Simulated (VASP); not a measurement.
# ZnO (I4_1md) in VASP: further runs

ZnO is run at these levels: PBE; tasks: single point, relaxation of cell and atoms.

All numbers are computed with VASP 6.6.1; they aren't measurements. Logs are shortened: lines on timing, memory, paths and dates and some standing lists are left out, and cuts for length are marked.

### 1 The cell of the first run

Symmetry: I4_1md, No. 109, tetragonal system. Conventional cell: a = 2.918 Å, b = 2.918 Å, c = 10.107 Å, α = 90.00°, β = 90.00°, γ = 90.00°. Within 2.2 Å of Zn (site symmetry 2mm) lie 3 O at 1.68 Å. O (site symmetry 2mm) has 3 Zn at 1.68 Å within 2.2 Å.

The cell was built from a structure type or drawn by symmetry, and may not be a known phase.

### 2 Single point, PBE

File INCAR:

```
SYSTEM = ZnO
ALGO = Normal
EDIFF = 1E-6
ENCUT = 520
GGA = PE
ISIF = 2
ISMEAR = 0
LASPH = .TRUE.
LCHARG = .FALSE.
LREAL = .FALSE.
LWAVE = .FALSE.
NBANDS = 26
NELM = 60
PREC = Accurate
SIGMA = 0.1
```

File KPOINTS:

```
k-points
0
G
  8 8 8
  0 0 0
```

File POSCAR:

```
ZnO
1.0
   -1.4588302100      1.4588302100      5.0535359200
    1.4588302100     -1.4588302100      5.0535359200
    1.4588302100      1.4588302100     -5.0535359200
Zn O
2 2
Direct
    0.8333333400      0.8333333400      0.0000000000
    0.5833333400      0.0833333400      0.5000000000
    0.6666666600      0.6666666600      0.0000000000
    0.4166666600      0.9166666600      0.5000000000
```

Potentials or basis: VASP PAW PBE potentials, release 64 (Zn, O).

Launch:

```
> cat potpaw_PBE.64/Zn/POTCAR potpaw_PBE.64/O/POTCAR > POTCAR
> mpirun -np 1 vasp_std > vasp.out
```

OUTCAR:

```text
SYSTEM = ZnO
   EDIFF = 1E-6
   ENCUT = 520
   GGA = PE
   ISIF = 2
   ISMEAR = 0
   LASPH = .TRUE.
   LREAL = .FALSE.
   NELM = 60
   PREC = Accurate

 ion  position               nearest neighbor table
   1  0.833  0.833  0.000-   4 1.68   4 1.68   3 1.68   2 2.92   2 2.92   2 2.92   2 2.92
   2  0.583  0.083  0.500-   3 1.68   3 1.68   4 1.68   1 2.92   1 2.92   1 2.92   1 2.92
   3  0.667  0.667  0.000-   2 1.68   2 1.68   1 1.68
   4  0.417  0.917  0.500-   1 1.68   1 1.68   2 1.68

  LATTYP: Found a body centered tetragonal cell.
 ALAT       =     2.9176604200
 C/A-ratio  =     3.4641015009

  Lattice vectors:

 A1 = (  -1.4588302100,   1.4588302100,   5.0535359200)
 A2 = (   1.4588302100,  -1.4588302100,   5.0535359200)
 A3 = (   1.4588302100,   1.4588302100,  -5.0535359200)

Analysis of symmetry for initial positions (statically):
=====================================================================
 Subroutine PRICEL returns:
 Original cell was already a primitive cell.

 Routine SETGRP: Setting up the symmetry group for a
 body centered tetragonal supercell.

 Subroutine GETGRP returns: Found  8 space group operations
 (whereof  4 operations were pure point group operations)
 out of a pool of 16 trial point group operations.

The static configuration has the point symmetry C_2v.
 The point group associated with its full space group is C_4v.

Analysis of symmetry for dynamics (positions and initial velocities):
=====================================================================
 Subroutine PRICEL returns:
 Original cell was already a primitive cell.

 Routine SETGRP: Setting up the symmetry group for a
 body centered tetragonal supercell.

 Subroutine GETGRP returns: Found  8 space group operations
 (whereof  4 operations were pure point group operations)
 out of a pool of 16 trial point group operations.

The dynamic configuration has the point symmetry C_2v.
 The point group associated with its full space group is C_4v.

 Subroutine INISYM returns: Found  8 space group operations
 (whereof  4 operations are pure point group operations),
 and found     1 'primitive' translations

----------------------------------------------------------------------------------------

                                     Primitive cell

  volume of cell :      43.0194

  direct lattice vectors                    reciprocal lattice vectors
    -1.458830210  1.458830210  5.053535920     0.000000000  0.342740366  0.098940625
     1.458830210 -1.458830210  5.053535920     0.342740366  0.000000000  0.098940625
     1.458830210  1.458830210 -5.053535920     0.342740366  0.342740366  0.000000000

  length of vectors
     5.458442677  5.458442677  5.458442677     0.356735484  0.356735484  0.484708074

  position of ions in fractional coordinates (direct lattice)
     0.833333340  0.833333340  0.000000000
     0.583333340  0.083333340  0.500000000
     0.666666660  0.666666660  0.000000000
     0.416666660  0.916666660  0.500000000

  ion indices of the primitive-cell ions
   primitive index   ion index
                 1           1
                 2           2
                 3           3
                 4           4

----------------------------------------------------------------------------------------

 KPOINTS: k-points

Automatic generation of k-mesh.
 Grid dimensions read from file:
 generate k-points for:    8    8    8

 Generating k-lattice:

  Cartesian coordinates                     Fractional coordinates (reciprocal lattice)
     0.000000000  0.042842546  0.012367578     0.125000000 -0.000000000  0.000000000
     0.042842546  0.000000000  0.012367578    -0.000000000  0.125000000  0.000000000
     0.042842546  0.042842546  0.000000000     0.000000000  0.000000000  0.125000000

  Length of vectors
     0.044591936  0.044591936  0.060588509

  Shift w.r.t. Gamma in fractional coordinates (k-lattice)
     0.000000000  0.000000000  0.000000000

 Subroutine IBZKPT returns following result:
 ===========================================

 Found     59 irreducible k-points:

 Following reciprocal coordinates:
            Coordinates               Weight
  0.000000  0.000000  0.000000      1.000000
  0.125000 -0.000000  0.000000      8.000000
  0.250000 -0.000000  0.000000      8.000000
  0.375000 -0.000000  0.000000      8.000000
  0.500000 -0.000000  0.000000      4.000000
  0.125000  0.125000  0.000000      8.000000
[... 16 lines left out ...]
  0.250000  0.125000  0.125000     16.000000
  0.375000  0.125000  0.125000      8.000000
 [... further k-points ...]
   k-points           NKPTS =     59   k-points in BZ     NKDIM =     59   number of bands    NBANDS=     26
   number of dos      NEDOS =    301   number of ions     NIONS =      4
   total plane-waves  NPLWV =  74088
   dimension x,y,z NGX =    42 NGY =   42 NGZ =   42
   dimension x,y,z NGXF=    84 NGYF=   84 NGZF=   84
   ions per type =               2   2
   NGX,Y,Z   is equivalent  to a cutoff of  12.79, 12.79, 12.79 a.u.
   NGXF,Y,Z  is equivalent  to a cutoff of  25.58, 25.58, 25.58 a.u.
 SYSTEM =  ZnO
   PREC   = accura    normal or accurate (medium, high low for compatibility)
   ISTART =      0    job   : 0-new  1-cont  2-samecut
   ICHARG =      2    charge: 1-file 2-atom 10-const
   ISPIN  =      1    spin polarized calculation?
   LNONCOLLINEAR =      F non collinear calculations
   LSORBIT =      F    spin-orbit coupling
   LASPH  =      T    aspherical Exc in radial PAW
   ENCUT  =  520.0 eV  38.22 Ry    6.18 a.u.  10.15 10.15 10.15*2*pi/ulx,y,z
   NELM   =     60;   NELMIN=  2; NELMDL= -5     # of ELM steps
   EDIFF  = 0.1E-05   stopping-criterion for ELM
   LREAL  =      F    real-space projection
[... 7 lines left out ...]
   TEBEG  =    0.0;   TEEND  =   0.0 temperature during run
   PSTRESS=    0.0 pullay stress
   NELECT =      36.0000    total number of electrons
   NUPDOWN=      -1.0000    fix difference up-down
   EMIN   =  10.00;   EMAX   =-10.00  energy-range for DOS
   EFERMI =   0.00;   METHOD = LEGACY
   ISMEAR =     0;   SIGMA  =   0.10  broadening in eV -4-tet -1-fermi 0-gaus
   EFERMI_NEDOS =   21; number of points for ismear=-14 and -15
   IALGO  =     38    algorithm
   IMIX   =      4    mixing-type and parameters
     AMIX     =   0.40;   BMIX     =  1.00
     AMIX_MAG =   1.60;   BMIX_MAG =  1.00
  volume/ion in A,a.u.               =      10.75        72.58
  Fermi-wavevector in a.u.,A,eV,Ry     =   1.542721  2.915320 32.381702  2.379988
  Thomas-Fermi vector in A             =   2.648485
   LORBIT       =      0    0 simple, 1 ext, 2 COOP (PROOUT), +10 PAW based schemes
   GGA     = PE    functional components
   LHFCALC =     F    Hartree Fock is set to
   AEXX    =    0.0000 exact exchange contribution
   IVDW    =     0    specifies the selected vdW correction
   LEPSILON=     F    determine dielectric tensor
   LRPA    =     F    only Hartree local field effects (RPA)
 non-spin polarized calculation
 Gauss-broadening in eV      SIGMA  =   0.10
  energy-cutoff  :      520.00
  volume of cell :       43.02
 maximum number of plane-waves:      1191
 NGX is ok and might be reduce to    42
   NGX = 21   NGY = 21   NGZ = 21

 number of electron      35.9999988 magnetization

 Free energy of the ion-electron system (eV)
  ---------------------------------------------------
  ext. energy  EPLUGINS =         0.00000000
  ---------------------------------------------------
  free energy    TOTEN  =       -13.29392507 eV

  energy without entropy =      -13.29392507  energy(sigma->0) =      -13.29392507

 E-fermi :   3.5652     XC(G=0): -11.2648

 val. band max:        3.1933424234   @ k =   0.0000   0.0000   0.0000
 cond. band min:       3.9360632174   @ k =   0.0000   0.0000   0.0000
 fundamental gap:      0.7427207941
 Fermi energy:         3.5651851667

 k-point     1 :       0.0000    0.0000    0.0000
  band No.  band energies     occupation
      1     -17.6728      2.00000
      2     -16.6851      2.00000
      3      -5.9201      2.00000
      4      -5.7691      2.00000
      5      -5.2238      2.00000
      6      -5.2238      2.00000
[... 18 lines left out ...]
     25      17.4038      0.00000
     26      18.1399      0.00000

 k-point     2 :       0.1250   -0.0000    0.0000
  band No.  band energies     occupation
      1     -17.5830      2.00000
      2     -16.6567      2.00000
      3      -5.8921      2.00000
      4      -5.6961      2.00000
      5      -5.2186      2.00000
      6      -5.1878      2.00000
[... 18 lines left out ...]
     25      17.5009      0.00000
     26      18.3172      0.00000

 k-point     3 :       0.2500   -0.0000    0.0000
  band No.  band energies     occupation
      1     -17.3550      2.00000
      2     -16.5910      2.00000
      3      -5.9575      2.00000
      4      -5.4609      2.00000
      5      -5.2058      2.00000
      6      -4.9759      2.00000
[... 18 lines left out ...]
     25      17.6092      0.00000
     26      18.5208      0.00000

 k-point     4 :       0.3750   -0.0000    0.0000
  band No.  band energies     occupation
      1     -17.1034      2.00000
      2     -16.5343      2.00000
      3      -6.0533      2.00000
      4      -5.2489      2.00000
      5      -5.1924      2.00000
      6      -4.6126      2.00000
[... 18 lines left out ...]
     25      17.2533      0.00000
     26      18.5073      0.00000

 k-point     5 :       0.5000   -0.0000    0.0000
  band No.  band energies     occupation
      1     -16.9879      2.00000
      2     -16.5175      2.00000
      3      -6.0892      2.00000
      4      -5.1867      2.00000
      5      -5.1573      2.00000
      6      -4.4133      2.00000
[... 18 lines left out ...]
     25      16.8788      0.00000
     26      18.7521      0.00000

 k-point     6 :       0.1250    0.1250    0.0000
  band No.  band energies     occupation
      1     -17.4794      2.00000
      2     -16.6467      2.00000
      3      -5.7991      2.00000
      4      -5.7184      2.00000
      5      -5.2919      2.00000
      6      -5.0667      2.00000
[... 427 lines left out ...]
 k-point    21 :       0.5000    0.5000    0.0000
  band No.  band energies     occupation
      1     -16.3746      2.00000
      2     -16.3746      2.00000
      3      -5.4478      2.00000
      4      -5.4478      2.00000
      5      -4.6076      2.00000
      6      -4.6076      2.00000
[... 18 lines left out ...]
     25      16.4245      0.00000
     26      16.4245      0.00000

 k-point    22 :       0.1250    0.1250    0.1250
  band No.  band energies     occupation
      1     -17.0837      2.00000
      2     -16.4678      2.00000
      3      -5.6402      2.00000
      4      -5.5488      2.00000
      5      -5.2335      2.00000
      6      -4.5368      2.00000
[... 18 lines left out ...]
     25      16.6980      0.00000
     26      18.7367      0.00000

 k-point    23 :       0.2500    0.1250    0.1250
  band No.  band energies     occupation
      1     -16.8437      2.00000
      2     -16.4173      2.00000
      3      -5.7161      2.00000
      4      -5.4333      2.00000
      5      -4.9982      2.00000
      6      -4.3352      2.00000
[... 18 lines left out ...]
     25      17.2222      0.00000
     26      17.5680      0.00000

 k-point    24 :       0.3750    0.1250    0.1250
  band No.  band energies     occupation
      1     -16.7301      2.00000
      2     -16.4068      2.00000
      3      -5.7464      2.00000
      4      -5.3863      2.00000
      5      -4.8487      2.00000
      6      -4.4579      2.00000
[... 18 lines left out ...]
     25      16.5865      0.00000
     26      17.5224      0.00000

 [... further k-points ...]
[... 5 lines left out ...]
  --------------------------------------------------------------------------------------
  -------------------------------------------------------------------------------------
  Total       16.8588074     16.8588074     30.6015255      0.0000000      0.0000000      0.0000000
  in kB      627.8741248    627.8741248   1139.6954483      0.0000000      0.0000000      0.0000000
  external PRESSURE =     798.4812326 kB  Pullay stress =       0.0000000 kB

 VOLUME and BASIS-vectors are now :
 -----------------------------------------------------------------------------
  energy-cutoff  :      520.00
  volume of cell :       43.02
      direct lattice vectors                 reciprocal lattice vectors
    -1.458830210  1.458830210  5.053535920     0.000000000  0.342740366  0.098940625
     1.458830210 -1.458830210  5.053535920     0.342740366  0.000000000  0.098940625
     1.458830210  1.458830210 -5.053535920     0.342740366  0.342740366  0.000000000

 POSITION                                       TOTAL-FORCE (eV/Angst)
 -----------------------------------------------------------------------------------
      0.00000      0.00000      8.42256         0.000000     -0.000000      0.038173
      0.00000      1.45883      0.84226        -0.000000      0.000000      0.038173
      0.00000      0.00000      6.73805        -0.000000     -0.000000     -0.038173
      1.45883      0.00000      4.21128         0.000000      0.000000     -0.038173
 -----------------------------------------------------------------------------------
    total drift:                                0.000016      0.000016     -0.001056

  FREE ENERGIE OF THE ION-ELECTRON SYSTEM (eV)
  ---------------------------------------------------
  free  energy   TOTEN  =       -13.2939250704 eV

  energy  without entropy=      -13.2939250702  energy(sigma->0) =      -13.29392507
```

It took 2.2 min on 1 thread of AMD EPYC 9R45 (Zen 5), shared host; peak memory 0.24 GiB.

Results:

```yaml
Free_energy: -13.2939 eV
Pressure: 79.8 GPa
Largest_force: 0.038 eV/Å
Band_gap_on_the_k_mesh: 0.74 eV
```

Forces on the atoms (eV/Å):
```
Zn   0.000  0.000  0.038
Zn   0.000  0.000  0.038
O    0.000  0.000 -0.038
O    0.000  0.000 -0.038
```

Stress tensor (GPa, compression positive):
```
 62.79   0.00   0.00
  0.00  62.79   0.00
  0.00   0.00 113.97
```

Caveat: the cell stands under pressure. A k mesh can miss the band edges.

### 3 Single point, PBE

This run uses another cell than the first one, of 15.47 Å³/atom.

Edit INCAR of step 2 so:

```diff
@@ -2,3 +2,3 @@
 ALGO = Normal
-EDIFF = 1E-6
+EDIFF = 1E-7
 ENCUT = 520
@@ -12,3 +12,3 @@
 NBANDS = 26
-NELM = 60
+NELM = 100
 PREC = Accurate
```

KPOINTS is that of step 2.

File POSCAR:

```
ZnO
1.0
   -1.6525088416      1.6525088416      5.6647702538
    1.6525088416     -1.6525088416      5.6647702538
    1.6525088416      1.6525088416     -5.6647702538
Zn O
2 2
Direct
    0.8338078526      0.8338078526      0.0000000000
    0.5838078526      0.0838078526      0.5000000000
    0.6661921474      0.6661921474      0.0000000000
    0.4161921474      0.9161921474      0.5000000000
```

Potentials or basis: VASP PAW PBE potentials, release 64 (Zn, O).

Launch:

```
> cat potpaw_PBE.64/Zn/POTCAR potpaw_PBE.64/O/POTCAR > POTCAR
> mpirun -np 1 vasp_std > vasp.out
```

Run time: 3.2 min. Hardware: 1 thread of AMD EPYC 9R45 (Zen 5), shared host; peak memory 0.32 GiB.

It converged, with:

```
Free energy            : -16.7354 eV
Pressure               : 0.8 GPa
Band gap on the k mesh : 0.59 eV
```

Forces in eV/Å, atoms in the order of the input:
```
Zn   0.000  0.000 -0.002
Zn   0.000  0.000 -0.002
O    0.000  0.000  0.002
O    0.000  0.000  0.002
```

Stress tensor (GPa, compression positive):
```
0.63 0.00 0.00
0.00 0.63 0.00
0.00 0.00 1.16
```

Levels at points of the mesh, in eV from the valence-band top:
```
           k point  band 15  band 16  band 17  band 18  band 19  band 20  band 21  band 22
(0.00, 0.00, 0.00)    -1.25    -0.58    -0.58     0.00     0.59     5.10     7.04    11.30
(0.50, 0.00, 0.00)    -1.92    -1.20    -1.11    -0.03     4.31     4.79     6.64     7.71
(0.50, 0.50, 0.00)    -2.29    -2.29    -1.01    -1.01     4.22     4.22     8.33     8.33
(0.50, 0.50, 0.50)    -1.69    -1.69    -0.17    -0.17     2.85     2.85     9.46     9.46
```

### 4 Relaxation of cell and atoms, PBE

File INCAR:

```
SYSTEM = ZnO
  PREC = Accurate
  ENCUT = 600
  EDIFF = 1E-6
  ISMEAR = 0
  SIGMA = 0.1
  LREAL = .False.
  LASPH = .True.
  NELM = 80
  ALGO = Normal
  ISIF = 3
  LWAVE = .False.
  LCHARG = .False.
  GGA = PE
  IBRION = 2
  NSW = 90
  EDIFFG = -0.04
```

File KPOINTS:

```
regular mesh
0
Gamma
  8 8 8
  0 0 0
```

File POSCAR:

```
ZnO
1.0
   -1.4588302100      1.4588302100      5.0535359200
    1.4588302100     -1.4588302100      5.0535359200
    1.4588302100      1.4588302100     -5.0535359200
Zn O
2 2
Direct
    0.8333333400      0.8333333400      0.0000000000
    0.5833333400      0.0833333400      0.5000000000
    0.6666666600      0.6666666600      0.0000000000
    0.4166666600      0.9166666600      0.5000000000
```

Launch:

```
> cat potpaw_PBE.64/Zn/POTCAR potpaw_PBE.64/O/POTCAR > POTCAR
> mpirun -np 1 vasp_std > vasp.out
```

Run time: 18 min. Hardware: 1 thread of AMD EPYC 9R45 (Zen 5), shared host; peak memory 0.35 GiB.

Results (log left out):

```
Free energy                           : -16.7125 eV
Relaxed volume                        : 15.52 Å³/atom
Relaxed cell                          : a = 6.146 Å, b = 6.146 Å, c = 6.146 Å, α = 148.81°, β = 148.81°, γ = 44.68°
Space group after relaxing (to 0.1 Å) : I4_1md (No. 109)
Energy gained by relaxing             : 852.7 meV/atom
Ionic steps                           : 12
Pressure after relaxing               : 0.0 GPa
Largest force after relaxing          : 0.013 eV/Å
Band gap on the k mesh                : 0.60 eV (least direct gap 0.60 eV)
```

Forces in eV/Å, atoms in the order of the input:
```
Zn   0.000  0.000 -0.013
Zn   0.000  0.000 -0.013
O    0.000  0.000  0.013
O    0.000  0.000  0.013
```

Stress tensor (GPa, compression positive):
```
 0.01  0.00  0.00
 0.00  0.01  0.00
 0.00  0.00 -0.10
```

The path:
```csv
step,energy change (eV),largest force (eV/Å),pressure (GPa),volume (Å³)
1,0.0000,0.0383,79.56,43.02
2,-0.8971,0.4840,-20.45,85.10
3,-3.2809,0.7098,-0.56,60.70
4,-3.2885,0.7432,0.85,59.92
5,-3.2893,0.7628,1.93,59.44
6,-3.3781,0.5882,0.27,61.35
7,-3.3900,0.1980,0.25,60.87
8,-3.3994,0.1343,0.40,61.12
9,-3.4103,0.0128,0.43,61.77
10,-3.4103,0.0167,0.46,61.80
11,-3.4102,0.0077,-0.46,62.37
12,-3.4106,0.0128,-0.03,62.07
```

Final structure:
```xyz
4
Lattice="-1.6521 1.6521 5.6849 1.6521 -1.6521 5.6849 1.6521 1.6521 -5.6849" Properties=species:S:1:pos:R:3 pbc="T T T"
Zn    0.0000    0.0000    9.4787
Zn    0.0000    1.6521    0.9514
O     1.6521    1.6521    1.8911
O     1.6521    0.0000    4.7336
```

Levels at points of the mesh, in eV from the valence-band top:
| k point | band 14 | band 15 | band 16 | band 17 | band 18 | band 19 | band 20 | band 21 | band 22 |
| --- | --- | --- | --- | --- | --- | --- | --- | --- | --- |
| (0.00, 0.00, 0.00) | -1.22 | -1.22 | -0.55 | -0.55 | -0.01 | 0.60 | 5.11 | 7.03 | 11.29 |
| (0.50, 0.00, 0.00) | -3.35 | -1.89 | -1.16 | -1.11 | -0.01 | 4.30 | 4.80 | 6.62 | 7.72 |
| (0.50, 0.50, 0.00) | -3.37 | -2.27 | -2.27 | -0.99 | -0.99 | 4.24 | 4.24 | 8.31 | 8.31 |
| (0.50, 0.50, 0.50) | -2.28 | -1.65 | -1.65 | -0.15 | -0.15 | 2.86 | 2.86 | 9.45 | 9.45 |

Caveat: the volume moved by over 15 % at a fixed basis, so the end points are rough. A k mesh can miss the band edges.

### 5 Overview

| task | cell | cutoff (eV) | gap on the mesh (eV) | pressure (GPa) | largest force (eV/Å) |
| --- | --- | --- | --- | --- | --- |
| single point | a = 5.458 Å, angles 149.0, 149.0, 44.4°, 4 atoms | 520 | 0.74 | 79.8 | 0.04 |
| single point | a = 6.128 Å, angles 148.7, 148.7, 44.8°, 4 atoms | 520 | 0.59 | 0.8 | - |
| relaxation of cell and atoms | relaxed from a = 5.458 Å, angles 149.0, 149.0, 44.4°, 4 atoms | 600 | 0.60 | 0.0 | 0.01 |

Alike in all rows: level PBE; potentials or basis VASP PAW PBE potentials, release 64 (Zn, O); no spin polarisation; k mesh 8 × 8 × 8; smearing gaussian 0.1 eV.

Caveats: the cell stands under pressure (at least some runs); the volume moved by over 15 % at a fixed basis, so the end points are rough (at least some runs).

Total energies depend on the potentials used, so only differences within one code and one set of settings carry meaning.
